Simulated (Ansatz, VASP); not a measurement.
**Li3Si2 in VASP and in Ansatz**

INCAR

```
PREC = Accurate
ENCUT = 600
EDIFF = 1E-6
ISMEAR = 0
SIGMA = 0.1
LREAL = False
LASPH = True
NELM = 80
ALGO = Fast
ISIF = 3
LWAVE = False
LCHARG = False
GGA = PE
IBRION = 2
NSW = 100
EDIFFG = -0.01
```

KPOINTS

```
regular mesh
0
Gamma
  12 12 8
```

The input POSCAR:

```
Li3Si2
1.0
    4.1534366966      0.0000000000      0.0000000000
   -2.0767183483      3.5969816923      0.0000000000
    0.0000000000      0.0000000000      5.3230309392
Li Si
3 2
Direct
    0.0000000000      0.0000000000      0.0000000000
    0.3333333333      0.6666666667      0.6307417789
    0.6666666667      0.3333333333      0.3692582211
    0.3333333333      0.6666666667      0.1279633395
    0.6666666667      0.3333333333      0.8720366605
```

Input for Ansatz:

```yaml
crystal:
  lattice:
    - [4.1534366966, 0.0, 0.0]
    - [-2.0767183483, 3.5969816923, 0.0]
    - [0.0, 0.0, 5.3230309392]
  atoms:
    - { symbol: Li, position: [0.0, 0.0, 0.0] }
    - { symbol: Li, position: [0.3333333333, 0.6666666667, 0.6307417789] }
    - { symbol: Li, position: [0.6666666667, 0.3333333333, 0.3692582211] }
    - { symbol: Si, position: [0.3333333333, 0.6666666667, 0.1279633395] }
    - { symbol: Si, position: [0.6666666667, 0.3333333333, 0.8720366605] }
basis:
  ecutwfc: 420
kpoints:
  mp_grid: { grid: [12, 12, 8] }
hamiltonian:
  xc: pbe
scf:
  occupations: { method: gaussian, width: 0.1 }
output:
  forces: true
  stress: true
  eigenvalues: true
relax:
  adjacent_minimum: "off"
  f_tol: 0.01
  max_steps: 80
  cell: { stress_tol: 0.05 }
```

Alike in both runs: task relaxation of cell and atoms; functional PBE; k mesh 12 × 12 × 8; occupations gaussian, width 0.1 eV; no spin polarisation.

```csv
,VASP,Ansatz
version,VASP 6.6.1,Ansatz 0.2.0
potentials or method,"VASP PAW PBE potentials, release 64 (Li_sv, Si), cutoff 600 eV","scalar-relativistic, plane waves, PAW"
valence electrons in the cell,17,17
```

|  | VASP | Ansatz | Ansatz less VASP |
| --- | --- | --- | --- |
| gap on the k mesh at the Fermi level, each at its own relaxed structure (eV) | none | none | - |
| relaxed volume (Å³/atom) | 16.00 | 16.03 | +0.029 |
| relaxed cell length with the largest relative difference (Å) | 4.157 | 4.160 | +0.0028 |

A gap of «none» marks a metal or a gap that the smearing closes.

Noted on VASP's run: the cutoff is short for stress, so the pressure is rough.
